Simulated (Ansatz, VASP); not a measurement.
**Two plane-wave programs on CaF2**

POSCAR

```
CaF2
1.0
    0.0000000000      2.6923970441      2.6923970441
    2.6923970441      0.0000000000      2.6923970441
    2.6923970441      2.6923970441      0.0000000000
Ca F
1 2
Direct
    0.0000000000      0.0000000000      0.0000000000
    0.2500000000      0.2500000000      0.2500000000
    0.7500000000      0.7500000000      0.7500000000
```

The input INCAR.step1:

```
  PREC = Accurate
  ENCUT = 520
  EDIFF = 1E-5
  ISMEAR = 0
  SIGMA = 0.01
  LREAL = F
  LASPH = T
  NELM = 120
  ALGO = Normal
  ISIF = 2
  LWAVE = T
  LCHARG = F
  NBANDS = 19
  GGA = PE
  GGA_COMPAT = F
```

INCAR.step2

```
  PREC = Accurate
  ENCUT = 520
  EDIFF = 1E-6
  ISMEAR = 0
  SIGMA = 0.01
  LREAL = F
  LASPH = T
  NELM = 120
  ALGO = Normal
  ISIF = 2
  LWAVE = F
  LCHARG = F
  GGA = PE
  LHFCALC = T
  HFSCREEN = 0.2079
  PRECFOCK = Normal
  NBANDS = 19
  ISTART = 1
  GGA_COMPAT = F
```

KPOINTS

```
Automatic mesh
0
Gamma
  6 6 6
```

Input for Ansatz:

```yaml
crystal:
  lattice:
    - [0.0, 2.6923970441, 2.6923970441]
    - [2.6923970441, 0.0, 2.6923970441]
    - [2.6923970441, 2.6923970441, 0.0]
  atoms:
    - { symbol: Ca, position: [0.0, 0.0, 0.0] }
    - { symbol: F, position: [0.25, 0.25, 0.25] }
    - { symbol: F, position: [0.75, 0.75, 0.75] }
kpoints:
  mp_grid: { grid: [6, 6, 6] }
  band_path:
    path:
      - [0.0, 0.0, 0.0]
      - [0.5, 0.0, 0.5]
      - [0.625, 0.25, 0.625]
      - [0.375, 0.375, 0.75]
      - [0.5, 0.5, 0.5]
      - [0.5, 0.25, 0.75]
      - [0.0, 0.5, 0.5]
    npoints: 1
hamiltonian:
  xc: hse06
scf:
  occupations: { method: fixed }
  n_extra_bands: 4
output:
  forces: true
  stress: true
  eigenvalues: true
```

Change from the starting cell: hydrostatic strain -1.0%.

Alike in both runs: task single point; functional HSE06; k mesh 6 × 6 × 6; no spin polarisation.

|  | VASP | Ansatz |
| --- | --- | --- |
| version | VASP 6.6.1 | Ansatz 0.2.0 |
| potentials or method | VASP PAW PBE potentials, release 64 (Ca_sv, F) | plane waves, PAW |
| plane-wave cutoff (eV) | 520 | 420 |
| occupations | gaussian, width 0.01 eV | fixed |
| valence electrons in the cell | 24 | 24 |

Ansatz gave:

* gap on the k mesh at the Fermi level (eV): 9.65
* pressure (GPa): 4.2

**Question.** Which values does VASP return?

**Answer.** gap on the k mesh at the Fermi level (eV): 9.61; pressure (GPa): 4.8.

Ansatz's warnings: stress exchange threshold loose, stress scf threshold loose.
